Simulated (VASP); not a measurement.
# AlNi in VASP: further runs

AlNi is run at these levels: r2SCAN; tasks: single point.

All numbers are computed with VASP 6.6.1; they aren't measurements. Logs are shortened: lines on timing, memory, paths and dates and some standing lists are left out, and cuts for length are marked.

## Step 1: The cell of the first run

The typed cell holds 2 atoms: a = 2.881 Å, b = 2.881 Å, c = 2.881 Å, α = 90.00°, β = 90.00°, γ = 90.00°.

## Step 2: Single point, r2SCAN, collinear spin, ferromagnetic start

POSCAR reads:

```
AlNi
1.0
    2.8810000000      0.0000000000      0.0000000000
    0.0000000000      2.8810000000      0.0000000000
    0.0000000000      0.0000000000      2.8810000000
Al Ni
1 1
Direct
    0.0121039465      0.0183182993     -0.0449755884
    0.5099768859      0.5058622166      0.4508401499
```

INCAR.step1 reads:

```
  PREC = Accurate
  ENCUT = 520
  ISMEAR = -1
  SIGMA = 0.15
  LREAL = False
  LASPH = True
  NELM = 150
  ISPIN = 2
  MAGMOM = 0 1.5
  LMAXMIX = 4
  NBANDS = 18
  GGA = PE
  ALGO = Normal
  EDIFF = 1E-4
  LWAVE = True
  LCHARG = False
```

INCAR.step2 reads:

```
  PREC = Accurate
  ENCUT = 520
  EDIFF = 1E-6
  ISMEAR = -1
  SIGMA = 0.15
  LREAL = False
  LASPH = True
  NELM = 150
  ALGO = Normal
  ISIF = 2
  LWAVE = False
  LCHARG = False
  ISPIN = 2
  MAGMOM = 0 1.5
  LORBIT = 11
  LMAXMIX = 4
  METAGGA = R2SCAN
  LMIXTAU = True
  NBANDS = 18
  ISTART = 1
```

KPOINTS reads:

```
regular mesh
0
Gamma
  6 6 6
```

Potentials or basis: VASP PAW PBE potentials, release 64 (Al, Ni).

Run with:

```bash
$ cat potpaw_PBE.64/Al/POTCAR potpaw_PBE.64/Ni/POTCAR > POTCAR
$ cp INCAR.step1 INCAR
$ mpirun -np 1 vasp_std > vasp.out
$ cp INCAR.step2 INCAR
$ mpirun -np 1 vasp_std > vasp.out
```

OUTCAR:

```text
PREC = Accurate
   ENCUT = 520
   EDIFF = 1E-6
   ISMEAR = -1
   LREAL = False
   LASPH = True
   NELM = 150
   ISIF = 2
   ISPIN = 2
   LORBIT = 11
   METAGGA = R2SCAN
   ISTART = 1

 ion  position               nearest neighbor table
   1  0.012  0.018  0.955-   2 2.46   2 2.47   2 2.48   2 2.49   2 2.51   2 2.51   2 2.52   2 2.53

   2  0.510  0.506  0.451-   1 2.46   1 2.47   1 2.48   1 2.49   1 2.51   1 2.51   1 2.52   1 2.53

  LATTYP: Found a simple cubic cell.
 ALAT       =     2.8810000000

  Lattice vectors:

 A1 = (   2.8810000000,   0.0000000000,   0.0000000000)
 A2 = (   0.0000000000,   2.8810000000,   0.0000000000)
 A3 = (   0.0000000000,   0.0000000000,   2.8810000000)

Analysis of symmetry for initial positions (statically):
=====================================================================
 Subroutine PRICEL returns:
 Original cell was already a primitive cell.

 Routine SETGRP: Setting up the symmetry group for a
 simple cubic supercell.

 Subroutine GETGRP returns: Found  1 space group operations
 (whereof  1 operations were pure point group operations)
 out of a pool of 48 trial point group operations.

The static configuration has the point symmetry C_1 .

Analysis of symmetry for dynamics (positions and initial velocities):
=====================================================================
 Subroutine PRICEL returns:
 Original cell was already a primitive cell.

 Routine SETGRP: Setting up the symmetry group for a
 simple cubic supercell.

 Subroutine GETGRP returns: Found  1 space group operations
 (whereof  1 operations were pure point group operations)
 out of a pool of 48 trial point group operations.

The dynamic configuration has the point symmetry C_1 .

Analysis of structural, dynamic, and magnetic symmetry:
=====================================================================
 Subroutine PRICEL returns:
 Original cell was already a primitive cell.

 Routine SETGRP: Setting up the symmetry group for a
 simple cubic supercell.

 Subroutine GETGRP returns: Found  1 space group operations
 (whereof  1 operations were pure point group operations)
 out of a pool of 48 trial point group operations.

The overall configuration has the point symmetry C_1 .

 Subroutine INISYM returns: Found  1 space group operations
 (whereof  1 operations are pure point group operations),
 and found     1 'primitive' translations

----------------------------------------------------------------------------------------

                                     Primitive cell

  volume of cell :      23.9128

  direct lattice vectors                    reciprocal lattice vectors
     2.881000000  0.000000000  0.000000000     0.347101701  0.000000000  0.000000000
     0.000000000  2.881000000  0.000000000     0.000000000  0.347101701  0.000000000
     0.000000000  0.000000000  2.881000000     0.000000000  0.000000000  0.347101701

  length of vectors
     2.881000000  2.881000000  2.881000000     0.347101701  0.347101701  0.347101701

  position of ions in fractional coordinates (direct lattice)
     0.012103946  0.018318299  0.955024412
     0.509976886  0.505862217  0.450840150

  ion indices of the primitive-cell ions
   primitive index   ion index
                 1           1
                 2           2

----------------------------------------------------------------------------------------

 KPOINTS: regular mesh

Automatic generation of k-mesh.
 Grid dimensions read from file:
 generate k-points for:    6    6    6

 Generating k-lattice:

  Cartesian coordinates                     Fractional coordinates (reciprocal lattice)
     0.057850283  0.000000000  0.000000000     0.166666667  0.000000000  0.000000000
     0.000000000  0.057850283  0.000000000     0.000000000  0.166666667  0.000000000
     0.000000000  0.000000000  0.057850283     0.000000000  0.000000000  0.166666667

  Length of vectors
     0.057850283  0.057850283  0.057850283

  Shift w.r.t. Gamma in fractional coordinates (k-lattice)
     0.000000000  0.000000000  0.000000000

 Subroutine IBZKPT returns following result:
 ===========================================

 Found    112 irreducible k-points:

 Following reciprocal coordinates:
            Coordinates               Weight
  0.000000  0.000000  0.000000      1.000000
  0.166667  0.000000  0.000000      2.000000
  0.000000  0.166667  0.000000      2.000000
  0.000000  0.000000  0.166667      2.000000
  0.333333  0.000000  0.000000      2.000000
  0.000000  0.333333  0.000000      2.000000
[... 16 lines left out ...]
  0.000000 -0.333333  0.166667      2.000000
 -0.166667  0.000000  0.333333      2.000000
 [... further k-points ...]
   k-points           NKPTS =    112   k-points in BZ     NKDIM =    112   number of bands    NBANDS=     18
   number of dos      NEDOS =    301   number of ions     NIONS =      2
   total plane-waves  NPLWV =  13824
   dimension x,y,z NGX =    24 NGY =   24 NGZ =   24
   dimension x,y,z NGXF=    48 NGYF=   48 NGZF=   48
   ions per type =               1   1
   NGX,Y,Z   is equivalent  to a cutoff of  13.85, 13.85, 13.85 a.u.
   NGXF,Y,Z  is equivalent  to a cutoff of  27.70, 27.70, 27.70 a.u.
 SYSTEM =  unknown system
   PREC   = accura    normal or accurate (medium, high low for compatibility)
   ISTART =      1    job   : 0-new  1-cont  2-samecut
   ICHARG =      0    charge: 1-file 2-atom 10-const
   ISPIN  =      2    spin polarized calculation?
   LNONCOLLINEAR =      F non collinear calculations
   LSORBIT =      F    spin-orbit coupling
   LASPH  =      T    aspherical Exc in radial PAW
   ENCUT  =  520.0 eV  38.22 Ry    6.18 a.u.   5.36  5.36  5.36*2*pi/ulx,y,z
   NELM   =    150;   NELMIN=  2; NELMDL=  0     # of ELM steps
   EDIFF  = 0.1E-05   stopping-criterion for ELM
   LREAL  =      F    real-space projection
   EDIFFG = 0.1E-04   stopping-criterion for IOM
   NSW    =      0    number of steps for IOM
   IBRION =     -1    ionic relax: 0-MD 1-quasi-New 2-CG
   NFREE  =      0    steps in history (QN), initial steepest desc. (CG)
   ISIF   =      2    stress and relaxation
   ISYM   =      2    0-nonsym 1-usesym 2-fastsym
   POTIM  = 0.5000    time-step for ionic-motion
   TEBEG  =    0.0;   TEEND  =   0.0 temperature during run
   PSTRESS=    0.0 pullay stress
   NELECT =      13.0000    total number of electrons
   NUPDOWN=      -1.0000    fix difference up-down
   EMIN   =  10.00;   EMAX   =-10.00  energy-range for DOS
   EFERMI =   0.00;   METHOD = LEGACY
   ISMEAR =    -1;   SIGMA  =   0.15  broadening in eV -4-tet -1-fermi 0-gaus
   EFERMI_NEDOS =   21; number of points for ismear=-14 and -15
   IALGO  =     38    algorithm
   IMIX   =      4    mixing-type and parameters
     AMIX     =   0.40;   BMIX     =  1.00
     AMIX_MAG =   1.60;   BMIX_MAG =  1.00
  volume/ion in A,a.u.               =      11.96        80.69
  Fermi-wavevector in a.u.,A,eV,Ry     =   1.336122  2.524904 24.289410  1.785221
  Thomas-Fermi vector in A             =   2.464773
   LORBIT       =     11    0 simple, 1 ext, 2 COOP (PROOUT), +10 PAW based schemes
   METAGGA = R2SCAN    functional components
   LHFCALC =     F    Hartree Fock is set to
   AEXX    =    0.0000 exact exchange contribution
   IVDW    =     0    specifies the selected vdW correction
   LEPSILON=     F    determine dielectric tensor
   LRPA    =     F    only Hartree local field effects (RPA)
 spin polarized calculation
  energy-cutoff  :      520.00
  volume of cell :       23.91
 maximum number of plane-waves:       659
 NGX is ok and might be reduce to    24
   NGX = 11   NGY = 11   NGZ = 11

 number of electron      12.9999994 magnetization      -0.0000135

 number of electron      12.9999994 magnetization       0.0000006

 Free energy of the ion-electron system (eV)
  ---------------------------------------------------
  ext. energy  EPLUGINS =         0.00000000
  ---------------------------------------------------
  free energy    TOTEN  =       -20.06465271 eV

  energy without entropy =      -19.99350235  energy(sigma->0) =      -20.02907753

 E-fermi :   9.9671     XC(G=0): -13.0142

 val. band max:        9.9345408048   @ k =   0.0000   0.3333   0.1667
 cond. band min:      10.2368596283   @ k =  -0.3333   0.1667   0.1667
 fundamental gap:      0.3023188235
 Fermi energy:         9.9670743925

 spin component 1

 k-point     1 :       0.0000    0.0000    0.0000
  band No.  band energies     occupation
      1      -1.8257      1.00000
      2       6.5217      1.00000
      3       6.5230      1.00000
      4       8.2539      0.99999
      5       8.2557      0.99999
      6       8.2559      0.99999
[... 10 lines left out ...]
     17      34.4331      0.00000
     18      34.4335      0.00000
[... 463 lines left out ...]
 k-point    24 :      -0.1667    0.0000    0.3333
  band No.  band energies     occupation
      1       0.7710      1.00000
      2       5.5621      1.00000
      3       6.8960      1.00000
      4       7.5308      1.00000
      5       7.7312      1.00000
      6       8.1448      0.99999
[... 10 lines left out ...]
     17      32.1956      0.00000
     18      36.2003      0.00000

 [... further k-points ...]

 spin component 2

 k-point     1 :       0.0000    0.0000    0.0000
  band No.  band energies     occupation
      1      -1.8257      1.00000
      2       6.5217      1.00000
      3       6.5230      1.00000
      4       8.2539      0.99999
      5       8.2557      0.99999
      6       8.2559      0.99999
[... 10 lines left out ...]
     17      34.4331      0.00000
     18      34.4335      0.00000
[... 463 lines left out ...]
 k-point    24 :      -0.1667    0.0000    0.3333
  band No.  band energies     occupation
      1       0.7710      1.00000
      2       5.5621      1.00000
      3       6.8960      1.00000
      4       7.5308      1.00000
      5       7.7312      1.00000
      6       8.1448      0.99999
[... 10 lines left out ...]
     17      32.1956      0.00000
     18      36.2003      0.00000

 [... further k-points ...]

------------------------ aborting loop because EDIFF is reached ----------------------------------------

  FORCE on cell =-STRESS in cart. coord.  units (eV):
  Direction    XX          YY          ZZ          XY          YZ          ZX
  --------------------------------------------------------------------------------------
  -------------------------------------------------------------------------------------
  Total       -0.3995104     -0.4108462     -0.4012202      0.0046401      0.0090334      0.0015494
  in kB      -26.7675662    -27.5270764    -26.8821259      0.3108886      0.6052433      0.1038096
  external PRESSURE =     -27.0589228 kB  Pullay stress =       0.0000000 kB

 VOLUME and BASIS-vectors are now :
 -----------------------------------------------------------------------------
  energy-cutoff  :      520.00
  volume of cell :       23.91
      direct lattice vectors                 reciprocal lattice vectors
     2.881000000  0.000000000  0.000000000     0.347101701  0.000000000  0.000000000
     0.000000000  2.881000000  0.000000000     0.000000000  0.347101701  0.000000000
     0.000000000  0.000000000  2.881000000     0.000000000  0.000000000  0.347101701

 POSITION                                       TOTAL-FORCE (eV/Angst)
 -----------------------------------------------------------------------------------
      0.03487      0.05278      2.75143        -0.037492     -0.218959     -0.073190
      1.46924      1.45739      1.29887         0.037492      0.218959      0.073190
 -----------------------------------------------------------------------------------
    total drift:                                0.000181      0.001317     -0.000458

  FREE ENERGIE OF THE ION-ELECTRON SYSTEM (eV)
  ---------------------------------------------------
  free  energy   TOTEN  =       -20.0646527101 eV

  energy  without entropy=      -19.9935023485  energy(sigma->0) =      -20.02907753

 total charge

# of ion       s       p       d       tot
------------------------------------------
    1        0.382   0.426   0.000   0.808
    2        0.488   0.543   8.479   9.509
--------------------------------------------------
tot          0.869   0.969   8.479  10.317

 magnetization (x)

# of ion       s       p       d       tot
------------------------------------------
    1        0.000   0.000   0.000   0.000
    2       -0.000  -0.000   0.000   0.000
--------------------------------------------------
tot          0.000   0.000   0.000   0.000
```

It took 4.3 min on 1 thread of Intel Xeon Platinum 8259CL at 2.50GHz (Skylake/Cascade Lake), shared host; peak memory 0.21 GiB.

What came out:

```
Free energy                                           : -20.0647 eV
Pressure                                              : -2.7 GPa
Largest force                                         : 0.234 eV/Å
Net moment                                            : 0.00 μB per cell
Valence electrons inside the program's atomic spheres : Al 0.81; Ni 9.51
```

Forces in eV/Å, atoms in the order of the input:
```
Al  -0.037 -0.219 -0.073
Ni   0.037  0.219  0.073
```

Caveat: the k points lie up to 0.36 Å⁻¹ apart; the moments typed at the start vanished in this run; the PAW data sets were made with another functional, which shifts forces and pressure a little.

## Step 3: Single point, r2SCAN, collinear spin, ferromagnetic start

POSCAR reads:

```
AlNi
1.0
    2.8810000000      0.0000000000      0.0000000000
    0.0000000000      2.8810000000      0.0000000000
    0.0000000000      0.0000000000      2.8810000000
Al Ni
1 1
Direct
    0.0110467146      0.0121541519     -0.0470546374
    0.5110341303      0.5120263358      0.4529191765
```

INCAR.step1 reads:

```
ALGO = Normal
EDIFF = 1E-4
ENCUT = 520
GGA = PE
ISMEAR = -1
ISPIN = 2
LASPH = T
LCHARG = F
LMAXMIX = 4
LREAL = F
LWAVE = T
MAGMOM = 0 1.5
NBANDS = 18
NELM = 150
PREC = Accurate
SIGMA = 0.15
```

INCAR.step2 reads:

```
ALGO = Normal
EDIFF = 1E-6
ENCUT = 520
ISIF = 2
ISMEAR = -1
ISPIN = 2
ISTART = 1
LASPH = T
LCHARG = F
LMAXMIX = 4
LMIXTAU = T
LORBIT = 11
LREAL = F
LWAVE = F
MAGMOM = 0 1.5
METAGGA = R2SCAN
NBANDS = 18
NELM = 150
PREC = Accurate
SIGMA = 0.15
```

KPOINTS reads:

```
k-points
0
Gamma
  6 6 6
```

Potentials or basis: VASP PAW PBE potentials, release 64 (Al, Ni).

Run with:

```bash
$ cat potpaw_PBE.64/Al/POTCAR potpaw_PBE.64/Ni/POTCAR > POTCAR
$ cp INCAR.step1 INCAR
$ mpirun -np 1 vasp_std > vasp.out
$ cp INCAR.step2 INCAR
$ mpirun -np 1 vasp_std > vasp.out
```

Run time: 4.3 min. Hardware: 1 thread of Intel Xeon Platinum 8259CL at 2.50GHz (Skylake/Cascade Lake), shared host; peak memory 0.21 GiB.

Results (log left out):

* Free energy: -20.0691 eV
* Pressure: -2.8 GPa
* Net moment: 0.00 μB per cell
* Valence electrons inside the program's atomic spheres: Al 0.81; Ni 9.51

Levels at points of the mesh, in eV from the Fermi level:
Spin up:
```
           k point  band 5  band 6  band 7  band 8  band 9  band 10
(0.00, 0.00, 0.00)   -1.71   -1.71    5.81    5.81    5.81     8.31
(0.50, 0.00, 0.00)   -2.43   -1.62   -0.75    8.57   10.47    10.47
(0.00, 0.50, 0.00)   -2.43   -1.62   -0.75    8.57   10.47    10.47
(0.00, 0.00, 0.50)   -2.43   -1.62   -0.75    8.57   10.47    10.47
(0.50, 0.50, 0.00)   -2.26   -2.26   -1.14    1.49    2.61    13.21
(0.00, 0.50, 0.50)   -2.26   -2.26   -1.14    1.49    2.61    13.21
(0.50, 0.00, 0.50)   -2.26   -2.26   -1.14    1.49    2.61    13.21
(0.50, 0.50, 0.50)   -1.11    1.96    1.96    1.96    4.39     4.54
```
Spin down:
| k point | band 4 | band 5 | band 6 | band 7 | band 8 | band 9 | band 10 | band 11 |
| --- | --- | --- | --- | --- | --- | --- | --- | --- |
| (0.00, 0.00, 0.00) | -1.71 | -1.71 | -1.71 | 5.81 | 5.81 | 5.81 | 8.31 | 8.31 |
| (0.50, 0.00, 0.00) | -2.43 | -2.43 | -1.62 | -0.75 | 8.57 | 10.47 | 10.47 | 11.53 |
| (0.00, 0.50, 0.00) | -2.43 | -2.43 | -1.62 | -0.75 | 8.57 | 10.47 | 10.47 | 11.53 |
| (0.00, 0.00, 0.50) | -2.43 | -2.43 | -1.62 | -0.75 | 8.57 | 10.47 | 10.47 | 11.53 |
| (0.50, 0.50, 0.00) | -3.18 | -2.26 | -2.26 | -1.14 | 1.49 | 2.61 | 13.21 | 15.73 |
| (0.00, 0.50, 0.50) | -3.18 | -2.26 | -2.26 | -1.14 | 1.49 | 2.61 | 13.21 | 15.73 |
| (0.50, 0.00, 0.50) | -3.18 | -2.26 | -2.26 | -1.14 | 1.49 | 2.61 | 13.21 | 15.73 |
| (0.50, 0.50, 0.50) | -1.11 | -1.11 | 1.96 | 1.96 | 1.96 | 4.39 | 4.54 | 4.54 |

Caveat: the k points lie up to 0.36 Å⁻¹ apart; the moments typed at the start vanished in this run; the PAW data sets were made with another functional, which shifts forces and pressure a little.
